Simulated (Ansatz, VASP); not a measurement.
# One calculation of Cu, two programs

```
Cu
1.0
    -1.41652    1.41652    1.41652
     1.41652   -1.41652    1.41652
     1.41652    1.41652   -1.41652
Cu
1
Direct
  0.00000 0.00000 0.00000
```

Alike in both runs: functional PBEsol; k mesh 8 × 8 × 8; occupations gaussian, width 0.1 eV; no spin polarisation.

Ansatz relaxed the structure, and its values are those at the end. VASP's run is a single point on that final structure, the one shown.

|  | VASP | Ansatz |
| --- | --- | --- |
| version | VASP 6.6.1 | Ansatz 0.2.0 |
| potentials or method | VASP PAW PBE potentials, release 64 (Cu), cutoff 600 eV | scalar-relativistic, plane waves, PAW |
| valence electrons in the cell | 11 | 19 |

Ansatz gave:

- gap on the k mesh at the Fermi level (eV): none
- pressure (GPa): -0.1

Q: Estimate VASP's values.

A: gap on the k mesh at the Fermi level (eV): none; pressure (GPa): 0.7.

VASP's potentials were made for PBE, not for PBEsol. A gap of «none» marks a metal or a gap that the smearing closes. VASP's potentials hold 11 valence electrons a cell and Ansatz's 19, so a difference there can come from the potentials and not from the codes.

The k mesh is coarse, so the values compare programs but aren't converged.
